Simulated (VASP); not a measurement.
# Al2Au (Fm-3m) in VASP: density of states with PBE

Aim: the density of states of Al2Au with PBE.

Everything below comes from runs of VASP 6.6.1. Logs are shortened: lines on timing, memory, paths and dates and some standing lists are left out, and cuts for length are marked.

## 1. The cell of the first run

Symmetry: Fm-3m, No. 225, cubic system. Conventional cell: a = 6.061 Å, b = 6.061 Å, c = 6.061 Å, α = 90.00°, β = 90.00°, γ = 90.00°. Al (site symmetry -43m) has 4 Au at 2.62 Å and 6 Al at 3.03 Å within 3.5 Å. Au (site symmetry m-3m) has 8 Al at 2.62 Å within 3.5 Å.

## 2. Density of states, PBE

Input file POSCAR:

```
Al2Au
1.0
    0.0000000000      3.0303902179      3.0303902179
    3.0303902179      0.0000000000      3.0303902179
    3.0303902179      3.0303902179      0.0000000000
Al Au
2 1
Direct
    0.2500000000      0.2500000000      0.2500000000
    0.7500000000      0.7500000000      0.7500000000
    0.0000000000      0.0000000000      0.0000000000
```

Input file INCAR.step1:

```
SYSTEM = Al2Au
PREC     = Accurate       ! precision mode
ENCUT    = 520            ! plane-wave cutoff, eV
EDIFF    = 1E-7           ! SCF threshold, eV
ISMEAR   = 0              ! smearing method
SIGMA    = 0.1            ! smearing width, eV
LREAL    = .FALSE.        ! projectors in reciprocal space
LASPH    = .TRUE.         ! aspherical terms in the spheres
NELM     = 60             ! most SCF steps
ALGO     = Fast           ! electronic algorithm
ISIF     = 2              ! what is computed and relaxed
LWAVE    = .FALSE.        ! write WAVECAR
LCHARG   = .TRUE.         ! write CHGCAR
LMAXMIX  = 4              ! l up to which the mixer works
GGA      = PE             ! functional
NBANDS   = 16             ! bands
```

Input file KPOINTS.step1:

```
regular mesh
0
G
  12 12 12
  0 0 0
```

Input file INCAR.step2:

```
SYSTEM = Al2Au
PREC     = Accurate       ! precision mode
ENCUT    = 520            ! plane-wave cutoff, eV
EDIFF    = 1E-7           ! SCF threshold, eV
ISMEAR   = -5             ! smearing method
SIGMA    = 0.1            ! smearing width, eV
LREAL    = .FALSE.        ! projectors in reciprocal space
LASPH    = .TRUE.         ! aspherical terms in the spheres
NELM     = 60             ! most SCF steps
ALGO     = Fast           ! electronic algorithm
ISIF     = 2              ! what is computed and relaxed
LWAVE    = .FALSE.        ! write WAVECAR
LCHARG   = .FALSE.        ! write CHGCAR
LMAXMIX  = 4              ! l up to which the mixer works
GGA      = PE             ! functional
LORBIT   = 11             ! projections on sites
NEDOS    = 2001           ! points of the DOS
ICHARG   = 11             ! starting density
```

Input file KPOINTS.step2:

```
regular mesh
0
G
  18 18 18
  0 0 0
```

Potentials or basis: VASP PAW PBE potentials, release 64 (Al, Au).

Launch:

```console
$ cat potpaw_PBE.64/Al/POTCAR potpaw_PBE.64/Au/POTCAR > POTCAR
$ cp INCAR.step1 INCAR
$ cp KPOINTS.step1 KPOINTS
$ mpirun -np 1 vasp_std > vasp.out
$ cp INCAR.step2 INCAR
$ cp KPOINTS.step2 KPOINTS
$ mpirun -np 1 vasp_std > vasp.out
```

OUTCAR:

```text
SYSTEM = Al2Au
   PREC = Accurate
   ENCUT = 520
   EDIFF = 1E-7
   ISMEAR = -5
   LREAL = .FALSE.
   LASPH = .TRUE.
   NELM = 60
   ISIF = 2
   GGA = PE
   LORBIT = 11
   ICHARG = 11

 ion  position               nearest neighbor table
   1  0.250  0.250  0.250-   3 2.62   3 2.62   3 2.62   3 2.62   2 3.03   2 3.03   2 3.03   2 3.03
                             2 3.03   2 3.03
   2  0.750  0.750  0.750-   3 2.62   3 2.62   3 2.62   3 2.62   1 3.03   1 3.03   1 3.03   1 3.03
                             1 3.03   1 3.03
   3  0.000  0.000  0.000-   1 2.62   2 2.62   2 2.62   2 2.62   2 2.62   1 2.62   1 2.62   1 2.62

  LATTYP: Found a face centered cubic cell.
 ALAT       =     6.0607804358

  Lattice vectors:

 A1 = (   0.0000000000,   3.0303902179,   3.0303902179)
 A2 = (   3.0303902179,   0.0000000000,   3.0303902179)
 A3 = (   3.0303902179,   3.0303902179,   0.0000000000)

Analysis of symmetry for initial positions (statically):
=====================================================================
 Subroutine PRICEL returns:
 Original cell was already a primitive cell.

 Routine SETGRP: Setting up the symmetry group for a
 face centered cubic supercell.

 Subroutine GETGRP returns: Found 48 space group operations
[... 9 lines left out ...]

 Routine SETGRP: Setting up the symmetry group for a
 face centered cubic supercell.

 Subroutine GETGRP returns: Found 48 space group operations
[... 11 lines left out ...]
                                     Primitive cell

  volume of cell :      55.6578

  direct lattice vectors                    reciprocal lattice vectors
     0.000000000  3.030390218  3.030390218    -0.164995253  0.164995253  0.164995253
     3.030390218  0.000000000  3.030390218     0.164995253 -0.164995253  0.164995253
     3.030390218  3.030390218  0.000000000     0.164995253  0.164995253 -0.164995253

  length of vectors
     4.285618945  4.285618945  4.285618945     0.285780161  0.285780161  0.285780161

  position of ions in fractional coordinates (direct lattice)
     0.250000000  0.250000000  0.250000000
     0.750000000  0.750000000  0.750000000
     0.000000000  0.000000000  0.000000000

  ion indices of the primitive-cell ions
   primitive index   ion index
                 1           1
                 2           2
                 3           3

----------------------------------------------------------------------------------------

 KPOINTS: regular mesh

Automatic generation of k-mesh.
[... 78 lines left out ...]
   PSTRESS=    0.0 pullay stress
   NELECT =      17.0000    total number of electrons
   NUPDOWN=      -1.0000    fix difference up-down
   EMIN   =  10.00;   EMAX   =-10.00  energy-range for DOS
   EFERMI =   0.00;   METHOD = LEGACY
   ISMEAR =    -5;   SIGMA  =   0.10  broadening in eV -4-tet -1-fermi 0-gaus
   EFERMI_NEDOS =   21; number of points for ismear=-14 and -15
   IALGO  =     68    algorithm
   IMIX   =      4    mixing-type and parameters
     AMIX     =   0.40;   BMIX     =  1.00
     AMIX_MAG =   1.60;   BMIX_MAG =  1.00
  volume/ion in A,a.u.               =      18.55       125.20
  Fermi-wavevector in a.u.,A,eV,Ry     =   1.102510  2.083442 16.538270  1.215529
  Thomas-Fermi vector in A             =   2.238954
   LORBIT       =     11    0 simple, 1 ext, 2 COOP (PROOUT), +10 PAW based schemes
   GGA     = PE    functional components
   LHFCALC =     F    Hartree Fock is set to
   AEXX    =    0.0000 exact exchange contribution
   IVDW    =     0    specifies the selected vdW correction
   LEPSILON=     F    determine dielectric tensor
   LRPA    =     F    only Hartree local field effects (RPA)
 non-spin polarized calculation
 RMM-DIIS sequential band-by-band and
 Fermi weights with tetrahedron method with Bloechl corrections
  energy-cutoff  :      520.00
  volume of cell :       55.66
 maximum number of plane-waves:      1524

 number of electron      17.0000002 magnetization

 Free energy of the ion-electron system (eV)
  ---------------------------------------------------
  ext. energy  EPLUGINS =         0.00000000
  ---------------------------------------------------
  free energy    TOTEN  =       -12.02251130 eV

  energy without entropy =      -12.02251130  energy(sigma->0) =      -12.02251130

 E-fermi :   7.4596     XC(G=0): -10.3953

 val. band max:        7.4851811361   @ k =  -0.3889   0.1667   0.0000
 cond. band min:       7.4107969268   @ k =   0.2222   0.2222   0.0000
 fundamental gap:     -0.0743842093
 Fermi energy:         7.4596127845

 k-point     1 :       0.0000    0.0000    0.0000
  band No.  band energies     occupation
      1      -2.8817      2.00000
      2       1.0165      2.00000
      3       1.0165      2.00000
      4       1.0165      2.00000
      5       1.9416      2.00000
      6       1.9416      2.00000
      7       9.4771      0.00000
      8      10.4012      0.00000
      9      10.4012      0.00000
     10      10.4013      0.00000
     11      11.2264      0.00000
     12      11.2264      0.00000
[... 331 lines left out ...]
 k-point    24 :      -0.2222    0.0556    0.0000
  band No.  band energies     occupation
      1      -2.1301      2.00000
      2       0.8157      2.00000
      3       1.1699      2.00000
      4       1.1731      2.00000
      5       1.8958      2.00000
      6       1.9746      2.00000
      7       5.6507      2.00000
      8       8.1038     -0.13784
      9       9.1860      0.00000
     10      10.3035      0.00000
     11      11.4654      0.00000
     12      11.4888      0.00000

 [... further k-points ...]
[... 5 lines left out ...]
  --------------------------------------------------------------------------------------
  -------------------------------------------------------------------------------------
  Total       -0.0893965     -0.0893965     -0.0893965      0.0000000     -0.0000000     -0.0000000
  in kB       -2.5733886     -2.5733886     -2.5733886      0.0000000     -0.0000000     -0.0000000
  external PRESSURE =      -2.5733886 kB  Pullay stress =       0.0000000 kB

 VOLUME and BASIS-vectors are now :
 -----------------------------------------------------------------------------
  energy-cutoff  :      520.00
  volume of cell :       55.66
      direct lattice vectors                 reciprocal lattice vectors
     0.000000000  3.030390218  3.030390218    -0.164995253  0.164995253  0.164995253
     3.030390218  0.000000000  3.030390218     0.164995253 -0.164995253  0.164995253
     3.030390218  3.030390218  0.000000000     0.164995253  0.164995253 -0.164995253

 POSITION                                       TOTAL-FORCE (eV/Angst)
 -----------------------------------------------------------------------------------
      1.51520      1.51520      1.51520        -0.000000     -0.000000     -0.000000
      4.54559      4.54559      4.54559         0.000000      0.000000      0.000000
      0.00000      0.00000      0.00000         0.000000     -0.000000     -0.000000
 -----------------------------------------------------------------------------------
    total drift:                                0.000000     -0.000000      0.000000

  FREE ENERGIE OF THE ION-ELECTRON SYSTEM (eV)
  ---------------------------------------------------
  free  energy   TOTEN  =       -12.0225112983 eV

  energy  without entropy=      -12.0225112983  energy(sigma->0) =      -12.02251130

 total charge

# of ion       s       p       d       tot
------------------------------------------
    1        0.396   0.345   0.000   0.741
    2        0.396   0.345   0.000   0.741
    3        0.744   0.665   8.544   9.954
--------------------------------------------------
tot          1.536   1.356   8.544  11.435
```

OSZICAR.step1:

```text
N       E                     dE             d eps       ncg     rms          rms(c)
DAV:   1     0.541330593067E+02    0.54133E+02   -0.69499E+03  2376   0.879E+02
DAV:   2    -0.118576074883E+02   -0.65991E+02   -0.60387E+02  2944   0.169E+02
DAV:   3    -0.132459582015E+02   -0.13884E+01   -0.13839E+01  2920   0.230E+01
DAV:   4    -0.132568787779E+02   -0.10921E-01   -0.10920E-01  2816   0.238E+00
DAV:   5    -0.132570827395E+02   -0.20396E-03   -0.20396E-03  2984   0.335E-01    0.878E+00
RMM:   6    -0.121258232859E+02    0.11313E+01   -0.42780E+00  2310   0.128E+01    0.357E+00
RMM:   7    -0.120496135207E+02    0.76210E-01   -0.15567E-01  2370   0.263E+00    0.196E+00
RMM:   8    -0.120251096211E+02    0.24504E-01   -0.36605E-02  2380   0.131E+00    0.277E-01
RMM:   9    -0.120239995121E+02    0.11101E-02   -0.98965E-03  2518   0.670E-01    0.231E-01
RMM:  10    -0.120242229612E+02   -0.22345E-03   -0.14671E-03  2540   0.254E-01    0.885E-02
RMM:  11    -0.120242517632E+02   -0.28802E-04   -0.56719E-04  2473   0.145E-01    0.224E-02
RMM:  12    -0.120242433364E+02    0.84268E-05   -0.18106E-04  2510   0.874E-02    0.230E-02
RMM:  13    -0.120242445596E+02   -0.12232E-05   -0.39608E-05  2647   0.379E-02    0.133E-02
RMM:  14    -0.120242443755E+02    0.18411E-06   -0.89483E-06  2565   0.172E-02    0.552E-03
RMM:  15    -0.120242449421E+02   -0.56658E-06   -0.35150E-06  2525   0.114E-02    0.418E-03
RMM:  16    -0.120242451706E+02   -0.22858E-06   -0.86707E-07  2269   0.515E-03    0.815E-03
RMM:  17    -0.120242450025E+02    0.16809E-06   -0.15835E-07  1556   0.271E-03    0.473E-03
RMM:  18    -0.120242449191E+02    0.83414E-07   -0.38233E-08  1310   0.125E-03
   1 F= -.12024245E+02 E0= -.12021917E+02  d E =-.465681E-02
```

Run time: 1.8 min. Hardware: 1 thread of Intel Xeon 6975P-C, shared host; peak memory 0.28 GiB.

What came out:

| Item | Value |
| --- | --- |
| Valence electrons inside the program's atomic spheres | Al 0.74; Au 9.95 |

Caveat: spin-orbit coupling is left out, which moves the levels of the heavy elements; tetrahedron occupations give inexact forces and stress in metals.
